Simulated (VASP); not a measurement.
# Ge in VASP: further runs

The runs below take Ge through single point, with PBEsol.

Program: VASP 6.6.1. These are calculated values, not measurements. Logs are shortened: lines on timing, memory, paths and dates and some standing lists are left out, and cuts for length are marked.

## (1) The cell of the first run

Symmetry: Fmmm, No. 69, orthorhombic system. Conventional cell: a = 5.116 Å, b = 5.605 Å, c = 9.683 Å, α = 90.00°, β = 90.00°, γ = 90.00°. Within 3.4 Å of Ge (site symmetry m2m) lie 8 Ge at 2.56 to 3.05 Å. Ge (site symmetry mm2) has 8 Ge at 2.60 to 2.94 Å within 3.4 Å.

## (2) Single point, PBEsol

File INCAR:

```
PREC = Accurate
ENCUT = 520
EDIFF = 1E-7
ISMEAR = -1
SIGMA = 0.05
LREAL = F
LASPH = T
NELM = 60
ALGO = Normal
ISIF = 2
LWAVE = F
LCHARG = F
GGA = PS
NBANDS = 36
```

File KPOINTS:

```
Automatic mesh
0
Gamma
  7 7 7
```

File POSCAR:

```
Ge
1.0
    0.0000000000      2.8027316238      4.8417141514
    2.5578666807      0.0000000000      4.8417141514
    2.5578666807      2.8027316238      0.0000000000
Ge
4
Direct
    0.7282946675      0.2717053325      0.7282946675
    0.2717053325      0.7282946675      0.2717053325
    0.2264660037      0.2264660037      0.7735339963
    0.7735339963      0.7735339963      0.2264660037
```

Potentials or basis: VASP PAW PBE potentials, release 64 (Ge_d).

Started as:

```bash
$ cat potpaw_PBE.64/Ge_d/POTCAR > POTCAR
$ mpirun -np 1 vasp_std > vasp.out
```

OUTCAR:

```text
PREC = Accurate
   ENCUT = 520
   EDIFF = 1E-7
   ISMEAR = -1
   LREAL = F
   LASPH = T
   NELM = 60
   ISIF = 2
   GGA = PS

 ion  position               nearest neighbor table
   1  0.728  0.272  0.728-   2 2.56   2 2.57   2 2.57   3 2.67   4 2.67
   2  0.272  0.728  0.272-   1 2.56   1 2.57   1 2.57   3 2.67   4 2.67
   3  0.226  0.226  0.774-   4 2.60   4 2.60   1 2.67   2 2.67   4 2.84   4 2.84
   4  0.774  0.774  0.226-   3 2.60   3 2.60   1 2.67   2 2.67   3 2.84   3 2.84

  LATTYP: Found a face centered orthorhombic cell.
 ALAT       =     5.1157333614
 B/A-ratio  =     1.0957301430
 C/A-ratio  =     1.8928719733

  Lattice vectors:

 A1 = (   0.0000000000,   2.8027316238,   4.8417141514)
 A2 = (   2.5578666807,   0.0000000000,   4.8417141514)
 A3 = (   2.5578666807,   2.8027316238,   0.0000000000)

Analysis of symmetry for initial positions (statically):
=====================================================================
 Subroutine PRICEL returns:
 Original cell was already a primitive cell.

 Routine SETGRP: Setting up the symmetry group for a
 face centered orthorhombic supercell.

 Subroutine GETGRP returns: Found  8 space group operations
 (whereof  8 operations were pure point group operations)
 out of a pool of  8 trial point group operations.

The static configuration has the point symmetry D_2h.

Analysis of symmetry for dynamics (positions and initial velocities):
=====================================================================
 Subroutine PRICEL returns:
 Original cell was already a primitive cell.

 Routine SETGRP: Setting up the symmetry group for a
 face centered orthorhombic supercell.

 Subroutine GETGRP returns: Found  8 space group operations
 (whereof  8 operations were pure point group operations)
 out of a pool of  8 trial point group operations.

The dynamic configuration has the point symmetry D_2h.

 Subroutine INISYM returns: Found  8 space group operations
 (whereof  8 operations are pure point group operations),
 and found     1 'primitive' translations

----------------------------------------------------------------------------------------

                                     Primitive cell

  volume of cell :      69.4206

  direct lattice vectors                    reciprocal lattice vectors
     0.000000000  2.802731624  4.841714151    -0.195475395  0.178397388  0.103269211
     2.557866681  0.000000000  4.841714151     0.195475395 -0.178397388  0.103269211
     2.557866681  2.802731624  0.000000000     0.195475395  0.178397388 -0.103269211

  length of vectors
[... 83 lines left out ...]
   LASPH  =      T    aspherical Exc in radial PAW
   ENCUT  =  520.0 eV  38.22 Ry    6.18 a.u.  10.40 10.18  7.06*2*pi/ulx,y,z
   NELM   =     60;   NELMIN=  2; NELMDL= -5     # of ELM steps
   EDIFF  = 0.1E-06   stopping-criterion for ELM
   LREAL  =      F    real-space projection
   EDIFFG = 0.1E-05   stopping-criterion for IOM
   NSW    =      0    number of steps for IOM
   IBRION =     -1    ionic relax: 0-MD 1-quasi-New 2-CG
   NFREE  =      0    steps in history (QN), initial steepest desc. (CG)
   ISIF   =      2    stress and relaxation
   ISYM   =      2    0-nonsym 1-usesym 2-fastsym
   POTIM  = 0.5000    time-step for ionic-motion
   TEBEG  =    0.0;   TEEND  =   0.0 temperature during run
   PSTRESS=    0.0 pullay stress
   NELECT =      56.0000    total number of electrons
   NUPDOWN=      -1.0000    fix difference up-down
   EMIN   =  10.00;   EMAX   =-10.00  energy-range for DOS
   EFERMI =   0.00;   METHOD = LEGACY
   ISMEAR =    -1;   SIGMA  =   0.05  broadening in eV -4-tet -1-fermi 0-gaus
   EFERMI_NEDOS =   21; number of points for ismear=-14 and -15
   IALGO  =     38    algorithm
   IMIX   =      4    mixing-type and parameters
     AMIX     =   0.40;   BMIX     =  1.00
     AMIX_MAG =   1.60;   BMIX_MAG =  1.00
  volume/ion in A,a.u.               =      17.36       117.12
  Fermi-wavevector in a.u.,A,eV,Ry     =   1.523964  2.879874 31.599064  2.322466
  Thomas-Fermi vector in A             =   2.632335
   LORBIT       =      0    0 simple, 1 ext, 2 COOP (PROOUT), +10 PAW based schemes
   GGA     = PS    functional components
   LHFCALC =     F    Hartree Fock is set to
   AEXX    =    0.0000 exact exchange contribution
   IVDW    =     0    specifies the selected vdW correction
   LEPSILON=     F    determine dielectric tensor
   LRPA    =     F    only Hartree local field effects (RPA)
 non-spin polarized calculation
  energy-cutoff  :      520.00
  volume of cell :       69.42
 maximum number of plane-waves:      1886
 NGX is ok and might be reduce to    42
   NGX = 21   NGY = 21   NGZ = 15

 number of electron      56.0000019 magnetization

 Free energy of the ion-electron system (eV)
  ---------------------------------------------------
  ext. energy  EPLUGINS =         0.00000000
  ---------------------------------------------------
  free energy    TOTEN  =       -19.01157274 eV

  energy without entropy =      -19.00047926  energy(sigma->0) =      -19.00602600

 E-fermi :   7.3747     XC(G=0): -11.8056

 val. band max:        7.3366679208   @ k =   0.2857   0.1429   0.0000
 cond. band min:       7.3999729132   @ k =  -0.4286   0.1429   0.1429
 fundamental gap:      0.0633049923
 Fermi energy:         7.3746815374

 k-point     1 :       0.0000    0.0000    0.0000
  band No.  band energies     occupation
      1     -17.3681      2.00000
      2     -17.3215      2.00000
      3     -17.2678      2.00000
      4     -17.2547      2.00000
      5     -17.2518      2.00000
      6     -17.2489      2.00000
[... 925 lines left out ...]
     35      14.8440      0.00000
     36      15.3938      0.00000

 [... further k-points ...]
[... 5 lines left out ...]
  --------------------------------------------------------------------------------------
  -------------------------------------------------------------------------------------
  Total        2.1937744      2.2030536      2.1975233      0.0000000      0.0000000      0.0000000
  in kB       50.6307054     50.8448634     50.7172281      0.0000000      0.0000000      0.0000000
  external PRESSURE =      50.7309323 kB  Pullay stress =       0.0000000 kB

 VOLUME and BASIS-vectors are now :
 -----------------------------------------------------------------------------
  energy-cutoff  :      520.00
  volume of cell :       69.42
      direct lattice vectors                 reciprocal lattice vectors
     0.000000000  2.802731624  4.841714151    -0.195475395  0.178397388  0.103269211
     2.557866681  0.000000000  4.841714151     0.195475395 -0.178397388  0.103269211
     2.557866681  2.802731624  0.000000000     0.195475395  0.178397388 -0.103269211

 POSITION                                       TOTAL-FORCE (eV/Angst)
 -----------------------------------------------------------------------------------
      2.55787      4.08243      4.84171         0.000000     -0.000186      0.000000
      2.55787      1.52303      4.84171        -0.000000      0.000186      0.000000
      2.55787      2.80273      2.19297        -0.000000      0.000000     -0.002194
      2.55787      2.80273      7.49046        -0.000000      0.000000      0.002194
 -----------------------------------------------------------------------------------
    total drift:                               -0.000000     -0.000000      0.000000

  FREE ENERGIE OF THE ION-ELECTRON SYSTEM (eV)
  ---------------------------------------------------
  free  energy   TOTEN  =       -19.0115727424 eV

  energy  without entropy=      -19.0004792580  energy(sigma->0) =      -19.00602600
```

stdout:

```text
POSCAR found type information on POSCAR Ge
 POSCAR found :  1 types and       4 ions
 scaLAPACK will be used
 -----------------------------------------------------------------------------
|                                                                             |
|                                                                             |
|     You enforced a specific xc type in the INCAR file but a different       |
|     I HOPE YOU KNOW WHAT YOU ARE DOING!                                     |
|                                                                             |
 -----------------------------------------------------------------------------

 LDA part: xc-table for (Slater+PW92), standard interpolation
 POSCAR, INCAR and KPOINTS ok, starting setup
 FFT: planning ... GRIDC
 FFT: planning ... GRID_SOFT
 FFT: planning ... GRID
 WAVECAR not read
 entering main loop
```

Run time: 2.2 min. Hardware: 1 thread of Intel Xeon Platinum 8488C (Sapphire Rapids), shared host; peak memory 0.27 GiB.

Results:

| Quantity | Value |
| --- | --- |
| Free energy | -19.0116 eV |
| Pressure | 5.1 GPa |
| Band gap on the k mesh | zero (band 28 reaches 8.48 eV, above the bottom of band 29 at 5.39 eV) |

Forces on the atoms (eV/Å):
```
Ge   0.000  0.000  0.000
Ge   0.000  0.000  0.000
Ge   0.000  0.000 -0.002
Ge   0.000  0.000  0.002
```

Levels at points of the mesh, in eV from the Fermi level:
| k point | band 25 | band 26 | band 27 | band 28 | band 29 | band 30 | band 31 | band 32 |
| --- | --- | --- | --- | --- | --- | --- | --- | --- |
| (0.00, 0.00, 0.00) | -3.06 | -2.62 | -2.30 | -2.16 | -1.98 | 2.91 | 3.38 | 4.23 |

Caveat: the PAW data sets were made with another functional, which shifts forces and pressure a little.

## (3) Single point, PBEsol

This run uses another cell than the first one, of 17.93 Å³/atom, 1.033 times its volume.

File INCAR:

```
ALGO     = Normal         # electronic algorithm
EDIFF    = 1E-6           # SCF threshold, eV
ENCUT    = 520            # plane-wave cutoff, eV
GGA      = PS             # functional
ISIF     = 2              # what is computed and relaxed
ISMEAR   = -1             # smearing method
LASPH    = T              # aspherical terms in the spheres
LCHARG   = F              # write CHGCAR
LREAL    = F              # projectors in reciprocal space
LWAVE    = F              # write WAVECAR
NBANDS   = 36             # bands
NELM     = 80             # most SCF steps
PREC     = Accurate       # precision mode
SIGMA    = 0.05           # smearing width, eV
```

File KPOINTS:

```
k-points
0
Gamma
  7 7 7
```

File POSCAR:

```
Ge
1.0
    0.0000000000      2.8335662243      4.9061504937
    2.5795114270      0.0000000000      4.9061504937
    2.5795114270      2.8335662243      0.0000000000
Ge
4
Direct
    0.7271890567      0.2728109433      0.7271890567
    0.2728109433      0.7271890567      0.2728109433
    0.2248015794      0.2248015794      0.7751984206
    0.7751984206      0.7751984206      0.2248015794
```

Potentials or basis: VASP PAW PBE potentials, release 64 (Ge_d).

Started as:

```bash
$ cat potpaw_PBE.64/Ge_d/POTCAR > POTCAR
$ mpirun -np 1 vasp_std > vasp.out
```

It took 2 min on 1 thread of Intel Xeon Platinum 8488C (Sapphire Rapids), shared host; peak memory 0.27 GiB.

The run converged. Its results:

| Item | Value |
| --- | --- |
| Free energy | -19.0626 eV |
| Pressure | 1.8 GPa |
| Band gap on the k mesh | zero (band 28 reaches 8.12 eV, above the bottom of band 29 at 5.11 eV) |

Forces on the atoms (eV/Å):
```
Ge   0.000 -0.001  0.000
Ge   0.000  0.001  0.000
Ge   0.000  0.000 -0.002
Ge   0.000  0.000  0.002
```

Levels at points of the mesh, in eV from the Fermi level:
```csv
k point,band 24,band 25,band 26,band 27,band 28,band 29,band 30,band 31,band 32,band 33
"(0.00, 0.00, 0.00)",-3.56,-3.09,-2.52,-2.16,-2.10,-1.89,2.93,3.46,4.12,6.86
```

Caveat: the PAW data sets were made with another functional, which shifts forces and pressure a little.

## (4) Single point, PBEsol

This run uses another cell than the first one, of 18.38 Å³/atom, 1.059 times its volume.

File INCAR:

```
SYSTEM = Ge
PREC = Accurate
ENCUT = 520
EDIFF = 1E-6
ISMEAR = -1
SIGMA = 0.05
LREAL = .FALSE.
LASPH = .TRUE.
NELM = 60
ALGO = Normal
ISIF = 2
LWAVE = .FALSE.
LCHARG = .FALSE.
GGA = PS
NBANDS = 36
```

File KPOINTS:

```
regular mesh
0
G
  7 7 7
  0 0 0
```

File POSCAR:

```
Ge
1.0
    0.0000000000      2.8571656221      4.9598363196
    2.5945102084      0.0000000000      4.9598363196
    2.5945102084      2.8571656221      0.0000000000
Ge
4
Direct
    0.7265391410      0.2734608590      0.7265391410
    0.2734608590      0.7265391410      0.2734608590
    0.2234502010      0.2234502010      0.7765497990
    0.7765497990      0.7765497990      0.2234502010
```

Started as:

```bash
$ cat potpaw_PBE.64/Ge_d/POTCAR > POTCAR
$ mpirun -np 1 vasp_std > vasp.out
```

Run time: 2.2 min. Hardware: 1 thread of Intel Xeon Platinum 8488C (Sapphire Rapids), shared host; peak memory 0.29 GiB.

The run converged. Its results:

```
Free energy            : -19.0747 eV
Pressure               : -0.2 GPa
Largest force          : 0.009 eV/Å
Band gap on the k mesh : zero (band 28 reaches 7.86 eV, above the bottom of band 29 at 4.90 eV)
```

Forces on the atoms (eV/Å):
```
Ge   0.000 -0.009  0.000
Ge   0.000  0.009  0.000
Ge   0.000  0.000 -0.003
Ge   0.000  0.000  0.003
```

Levels at points of the mesh, in eV from the Fermi level:
```tsv
k point	band 24	band 25	band 26	band 27	band 28	band 29	band 30	band 31	band 32	band 33
(0.00, 0.00, 0.00)	-3.63	-3.08	-2.43	-2.06	-2.05	-1.83	2.94	3.52	4.04	6.66
```

Caveat: the PAW data sets were made with another functional, which shifts forces and pressure a little.

## (5) Single point, PBEsol

This run uses another cell than the first one, of 19.41 Å³/atom, 1.118 times its volume.

File INCAR:

```
ALGO = Normal
EDIFF = 1E-6
ENCUT = 520
GGA = PS
ISIF = 2
ISMEAR = -1
LASPH = True
LCHARG = False
LREAL = False
LWAVE = False
NBANDS = 36
NELM = 60
PREC = Accurate
SIGMA = 0.05
```

File KPOINTS:

```
k-points
0
Gamma
  6 6 6
```

File POSCAR:

```
Ge
1.0
   -0.0577148000      2.8857400000      5.1156650000
    2.6304970000     -0.0526099400      5.1156650000
    2.5727822000      2.8331300600      0.0000000000
Ge
4
Direct
    0.7270151007      0.2729848993      0.7283430154
    0.2729848993      0.7270151007      0.2716569846
    0.2198127243      0.2198127243      0.7801872757
    0.7801872757      0.7801872757      0.2198127243
```

Started as:

```bash
$ cat potpaw_PBE.64/Ge_d/POTCAR > POTCAR
$ mpirun -np 1 vasp_std > vasp.out
```

It took 3 min on 1 thread of Intel Xeon Platinum 8488C (Sapphire Rapids), shared host; peak memory 0.31 GiB.

Results (log left out):

```yaml
Free_energy: -18.9693 eV
Pressure: -3.5 GPa
Band_gap_on_the_k_mesh: zero (band 28 reaches 7.57 eV, above the bottom of band 29 at 4.31 eV)
```

Stress tensor (GPa, compression positive):
```
-1.76  2.23  0.00
 2.23 -3.87  0.00
 0.00  0.00 -4.89
```

Levels at points of the mesh, in eV from the Fermi level:
| k point | band 24 | band 25 | band 26 | band 27 | band 28 | band 29 | band 30 | band 31 | band 32 | band 33 |
| --- | --- | --- | --- | --- | --- | --- | --- | --- | --- | --- |
| (0.00, 0.00, 0.00) | -3.83 | -2.99 | -2.50 | -2.07 | -1.81 | -1.42 | 2.97 | 3.67 | 4.05 | 6.24 |
| (0.50, 0.00, 0.00) | -7.14 | -1.92 | -1.63 | -0.60 | 0.99 | 1.15 | 1.21 | 2.55 | 2.65 | 3.69 |
| (0.50, 0.50, 0.00) | -4.54 | -2.14 | -1.85 | -0.21 | 0.50 | 0.95 | 1.11 | 2.00 | 2.67 | 4.99 |
| (0.00, 0.00, 0.50) | -7.04 | -2.06 | -1.66 | -0.90 | 0.54 | 0.78 | 1.02 | 2.00 | 2.05 | 3.20 |
| (0.50, 0.00, 0.50) | -7.35 | -4.61 | -4.15 | -3.18 | -2.70 | -1.23 | -0.85 | 3.58 | 4.63 | 7.07 |
| (0.00, 0.50, 0.50) | -6.09 | -5.73 | -5.27 | -3.51 | -2.07 | -1.89 | 2.80 | 3.72 | 3.96 | 5.93 |

Caveat: the PAW data sets were made with another functional, which shifts forces and pressure a little.

## (6) Summary

| cell | k mesh | gap on the mesh (eV) | pressure (GPa) |
| --- | --- | --- | --- |
| a = 5.594, b = 5.476, c = 3.794 Å, angles 71.6, 68.3, 40.1°, 4 atoms | 7 × 7 × 7 | none | 5.1 |
| a = 5.666, b = 5.543, c = 3.832 Å, angles 71.7, 68.3, 40.0°, 4 atoms | 7 × 7 × 7 | none | 1.8 |
| a = 5.724, b = 5.597, c = 3.859 Å, angles 71.8, 68.3, 39.8°, 4 atoms | 7 × 7 × 7 | none | -0.2 |
| a = 5.874, b = 5.753, c = 3.827 Å, angles 72.5, 69.1, 40.0°, 4 atoms | 6 × 6 × 6 | none | -3.5 |

Alike in all rows: task single point; level PBEsol; potentials or basis VASP PAW PBE potentials, release 64 (Ge_d); no spin polarisation; cutoff (eV) 520; smearing fermi-dirac 0.05 eV.

Caveats: the PAW data sets were made with another functional, which shifts forces and pressure a little.

Absolute energies hang on the potentials; compare differences alone.
